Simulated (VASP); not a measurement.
# Ca4SiSe2 (P6/mmm) in VASP: single point with PBE

Aim: the single point of Ca4SiSe2 with PBE.

All numbers are computed with VASP 6.6.1; they aren't measurements. Logs are shortened: lines on timing, memory, paths and dates and some standing lists are left out, and cuts for length are marked.

## 1. The cell of the first run

Symmetry: P6/mmm, No. 191, hexagonal system. The conventional cell has a = 9.155 Å, b = 9.155 Å, c = 5.616 Å, α = 90.00°, β = 90.00°, γ = 120.00°. Ca (site symmetry mmm) has 2 Se at 2.64 Å within 3.5 Å. Ca (site symmetry 6/mmm) has 2 Si at 2.81 Å within 3.7 Å. Si (site symmetry 6/mmm) has 2 Ca at 2.81 Å within 3.7 Å. Within 3.5 Å of Se (site symmetry -6m2) lie 3 Ca at 2.64 Å.

The cell was built from a structure type or drawn by symmetry, and may not be a known phase.

## 2. Single point, PBE

File INCAR:

```
PREC = Accurate ; ENCUT = 520
EDIFF = 1E-6 ; ISMEAR = 0
SIGMA = 0.1 ; LREAL = F
LASPH = T ; NELM = 100
ALGO = Fast ; ISIF = 2
LWAVE = F ; LCHARG = F
GGA = PE ; NBANDS = 37
```

File KPOINTS:

```
Automatic mesh
0
Gamma
  6 6 8
```

File POSCAR:

```
Ca4SiSe2
1.0
    9.1554015218      0.0000000000      0.0000000000
   -4.5777007609      7.9288102997      0.0000000000
    0.0000000000      0.0000000000      5.6158220011
Ca Si Se
4 1 2
Direct
    0.5000000000      0.0000000000      0.0000000000
    0.0000000000      0.5000000000      0.0000000000
    0.5000000000      0.5000000000      0.0000000000
    0.0000000000      0.0000000000      0.5000000000
    0.0000000000      0.0000000000      0.0000000000
    0.3333333333      0.6666666667      0.0000000000
    0.6666666667      0.3333333333      0.0000000000
```

Potentials or basis: VASP PAW PBE potentials, release 64 (Ca_sv, Si, Se).

On the command line:

```
> cat potpaw_PBE.64/Ca_sv/POTCAR potpaw_PBE.64/Si/POTCAR potpaw_PBE.64/Se/POTCAR > POTCAR
> mpirun -np 1 vasp_std > vasp.out
```

OUTCAR:

```text
PREC = Accurate
   ENCUT = 520
   EDIFF = 1E-6
   ISMEAR = 0
   LREAL = F
   LASPH = T
   NELM = 100
   ISIF = 2
   GGA = PE

 ion  position               nearest neighbor table
   1  0.500  0.000  0.000-   6 2.64   7 2.64
   2  0.000  0.500  0.000-   6 2.64   7 2.64
   3  0.500  0.500  0.000-   6 2.64   7 2.64
   4  0.000  0.000  0.500-   5 2.81   5 2.81
   5  0.000  0.000  0.000-   4 2.81   4 2.81
   6  0.333  0.667  0.000-   1 2.64   2 2.64   3 2.64
   7  0.667  0.333  0.000-   1 2.64   2 2.64   3 2.64

  LATTYP: Found a hexagonal cell.
 ALAT       =     9.1554015218
 C/A-ratio  =     0.6133889363

  Lattice vectors:

 A1 = (   9.1554015218,   0.0000000000,   0.0000000000)
 A2 = (  -4.5777007609,   7.9288102997,   0.0000000000)
 A3 = (   0.0000000000,   0.0000000000,   5.6158220011)

Analysis of symmetry for initial positions (statically):
=====================================================================
 Subroutine PRICEL returns:
 Original cell was already a primitive cell.

 Routine SETGRP: Setting up the symmetry group for a
 hexagonal supercell.

 Subroutine GETGRP returns: Found 24 space group operations
 (whereof 24 operations were pure point group operations)
 out of a pool of 24 trial point group operations.

The static configuration has the point symmetry D_6h.

Analysis of symmetry for dynamics (positions and initial velocities):
=====================================================================
 Subroutine PRICEL returns:
 Original cell was already a primitive cell.

 Routine SETGRP: Setting up the symmetry group for a
 hexagonal supercell.

 Subroutine GETGRP returns: Found 24 space group operations
 (whereof 24 operations were pure point group operations)
 out of a pool of 24 trial point group operations.

The dynamic configuration has the point symmetry D_6h.

 Subroutine INISYM returns: Found 24 space group operations
 (whereof 24 operations are pure point group operations),
 and found     1 'primitive' translations

----------------------------------------------------------------------------------------

                                     Primitive cell

  volume of cell :     407.6606

  direct lattice vectors                    reciprocal lattice vectors
[... 99 lines left out ...]
   EDIFFG = 0.1E-04   stopping-criterion for IOM
   NSW    =      0    number of steps for IOM
   IBRION =     -1    ionic relax: 0-MD 1-quasi-New 2-CG
   NFREE  =      0    steps in history (QN), initial steepest desc. (CG)
   ISIF   =      2    stress and relaxation
   ISYM   =      2    0-nonsym 1-usesym 2-fastsym
   POTIM  = 0.5000    time-step for ionic-motion
   TEBEG  =    0.0;   TEEND  =   0.0 temperature during run
   PSTRESS=    0.0 pullay stress
   NELECT =      56.0000    total number of electrons
   NUPDOWN=      -1.0000    fix difference up-down
   EMIN   =  10.00;   EMAX   =-10.00  energy-range for DOS
   EFERMI =   0.00;   METHOD = LEGACY
   ISMEAR =     0;   SIGMA  =   0.10  broadening in eV -4-tet -1-fermi 0-gaus
   EFERMI_NEDOS =   21; number of points for ismear=-14 and -15
   IALGO  =     68    algorithm
   IMIX   =      4    mixing-type and parameters
     AMIX     =   0.40;   BMIX     =  1.00
     AMIX_MAG =   1.60;   BMIX_MAG =  1.00
  volume/ion in A,a.u.               =      58.24       393.00
  Fermi-wavevector in a.u.,A,eV,Ry     =   0.844704  1.596259  9.708097  0.713525
  Thomas-Fermi vector in A             =   1.959775
   LORBIT       =      0    0 simple, 1 ext, 2 COOP (PROOUT), +10 PAW based schemes
   GGA     = PE    functional components
   LHFCALC =     F    Hartree Fock is set to
   AEXX    =    0.0000 exact exchange contribution
   IVDW    =     0    specifies the selected vdW correction
   LEPSILON=     F    determine dielectric tensor
   LRPA    =     F    only Hartree local field effects (RPA)
 non-spin polarized calculation
 RMM-DIIS sequential band-by-band and
 Gauss-broadening in eV      SIGMA  =   0.10
  energy-cutoff  :      520.00
  volume of cell :      407.66
 maximum number of plane-waves:     11016
 NGX is ok and might be reduce to    70
   NGX = 35   NGY = 35   NGZ = 21

 number of electron      55.9999982 magnetization

 Free energy of the ion-electron system (eV)
  ---------------------------------------------------
  ext. energy  EPLUGINS =         0.00000000
  ---------------------------------------------------
  free energy    TOTEN  =       -22.58531329 eV

  energy without entropy =      -22.57472841  energy(sigma->0) =      -22.58002085

 E-fermi :   0.4019     XC(G=0):  -5.9841

 val. band max:        0.3850055795   @ k =   0.5000   0.0000   0.0000
 cond. band min:       0.4867593447   @ k =   0.3333   0.3333   0.0000
 fundamental gap:      0.1017537652
 Fermi energy:         0.4019468091

 k-point     1 :       0.0000    0.0000    0.0000
  band No.  band energies     occupation
      1     -42.0486      2.00000
      2     -42.0471      2.00000
      3     -42.0471      2.00000
      4     -41.5604      2.00000
      5     -23.1743      2.00000
      6     -23.1718      2.00000
[... 949 lines left out ...]
     36       2.4378      0.00000
     37       2.6226      0.00000

 [... further k-points ...]

------------------------ aborting loop because EDIFF is reached ----------------------------------------

  FORCE on cell =-STRESS in cart. coord.  units (eV):
  Direction    XX          YY          ZZ          XY          YZ          ZX
  --------------------------------------------------------------------------------------
  -------------------------------------------------------------------------------------
  Total        0.1758196      0.1758196      0.0261915      0.0000000     -0.0000000      0.0000000
  in kB        0.6910016      0.6910016      0.1029372      0.0000000     -0.0000000      0.0000000
  external PRESSURE =       0.4949801 kB  Pullay stress =       0.0000000 kB

 VOLUME and BASIS-vectors are now :
 -----------------------------------------------------------------------------
  energy-cutoff  :      520.00
  volume of cell :      407.66
      direct lattice vectors                 reciprocal lattice vectors
     9.155401522  0.000000000  0.000000000     0.109225139  0.063061163  0.000000000
    -4.577700761  7.928810300  0.000000000     0.000000000  0.126122326  0.000000000
     0.000000000  0.000000000  5.615822001     0.000000000  0.000000000  0.178068322

 POSITION                                       TOTAL-FORCE (eV/Angst)
 -----------------------------------------------------------------------------------
      4.57770      0.00000      0.00000        -0.000000     -0.000000      0.000000
     -2.28885      3.96441      0.00000        -0.000000     -0.000000      0.000000
      2.28885      3.96441      0.00000        -0.000000     -0.000000      0.000000
      0.00000      0.00000      2.80791        -0.000000     -0.000000      0.000000
      0.00000      0.00000      0.00000        -0.000000     -0.000000      0.000000
     -0.00000      5.28587      0.00000        -0.000000      0.000000     -0.000000
      4.57770      2.64294      0.00000         0.000000     -0.000000      0.000000
 -----------------------------------------------------------------------------------
    total drift:                                0.000000     -0.000000     -0.000000

  FREE ENERGIE OF THE ION-ELECTRON SYSTEM (eV)
  ---------------------------------------------------
  free  energy   TOTEN  =       -22.5853132863 eV

  energy  without entropy=      -22.5747284100  energy(sigma->0) =      -22.58002085
```

stdout:

```text
POSCAR found type information on POSCAR CaSiSe
 POSCAR found :  3 types and       7 ions
 scaLAPACK will be used
 LDA part: xc-table for (Slater+PW92), standard interpolation
 POSCAR, INCAR and KPOINTS ok, starting setup
 FFT: planning ... GRIDC
 FFT: planning ... GRID_SOFT
 FFT: planning ... GRID
 WAVECAR not read
 entering main loop
WARNING in EDDRMM: call to ZHEGV failed, returncode =   8  4     23
WARNING in EDDRMM: call to ZHEGV failed, returncode =   6  3     26
WARNING in EDDRMM: call to ZHEGV failed, returncode =   6  3     26
WARNING in EDDRMM: call to ZHEGV failed, returncode =   6  3     26
WARNING in EDDRMM: call to ZHEGV failed, returncode =   6  3     22
WARNING in EDDRMM: call to ZHEGV failed, returncode =   6  3     21
WARNING in EDDRMM: call to ZHEGV failed, returncode =   6  3     17
WARNING in EDDRMM: call to ZHEGV failed, returncode =   6  3     17
WARNING in EDDRMM: call to ZHEGV failed, returncode =   6  3     26
WARNING in EDDRMM: call to ZHEGV failed, returncode =   6  3     23
WARNING in EDDRMM: call to ZHEGV failed, returncode =   6  3     18
WARNING in EDDRMM: call to ZHEGV failed, returncode =   8  4     32
WARNING in EDDRMM: call to ZHEGV failed, returncode =   8  4     19
WARNING in EDDRMM: call to ZHEGV failed, returncode =   6  3     17
WARNING in EDDRMM: call to ZHEGV failed, returncode =   8  4     19
WARNING in EDDRMM: call to ZHEGV failed, returncode =   8  4     17
WARNING in EDDRMM: call to ZHEGV failed, returncode =   6  3     17
```

Run time: 18 min. Hardware: 1 thread of AMD EPYC 9R45 (Zen 5), shared host; peak memory 0.75 GiB.

What came out:

* Free energy: -22.5853 eV
* Pressure: 0.0 GPa
* Band gap on the k mesh: zero (bands 28 and 29 overlap by 0.23 eV)
